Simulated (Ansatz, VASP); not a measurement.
# One calculation of SnSe, two programs

```
Sn Se
1.0
     0.00000    3.03057    3.03057
     3.03057    0.00000    3.03057
     3.03057    3.03057    0.00000
Sn Se
1 1
Direct
  0.00000 0.00000 0.00000
  0.50000 0.50000 0.50000
```

Alike in both runs: functional PBE; k mesh 10 × 10 × 10; occupations gaussian, width 0.02 eV; no spin polarisation.

Ansatz relaxed the structure, and its values are those at the end. VASP's run is a single point on that final structure, the one shown.

|  | VASP | Ansatz |
| --- | --- | --- |
| version | VASP 6.6.1 | Ansatz 0.2.0 |
| potentials or method | VASP PAW PBE potentials, release 64 (Sn_d, Se), cutoff 520 eV | scalar-relativistic, plane waves, PAW |
| valence electrons in the cell | 20 | 30 |

VASP gave:

```
gap on the k mesh at the Fermi level (eV) : 0.49
least direct gap on the mesh (eV)         : 0.50
pressure (GPa)                            : 0.0
```

Problem. What did Ansatz give for the same quantities?

Solution. gap on the k mesh at the Fermi level (eV): 0.49; least direct gap on the mesh (eV): 0.49; pressure (GPa): 0.0.

VASP's potentials hold 20 valence electrons a cell and Ansatz's 30, so a difference there can come from the potentials and not from the codes.
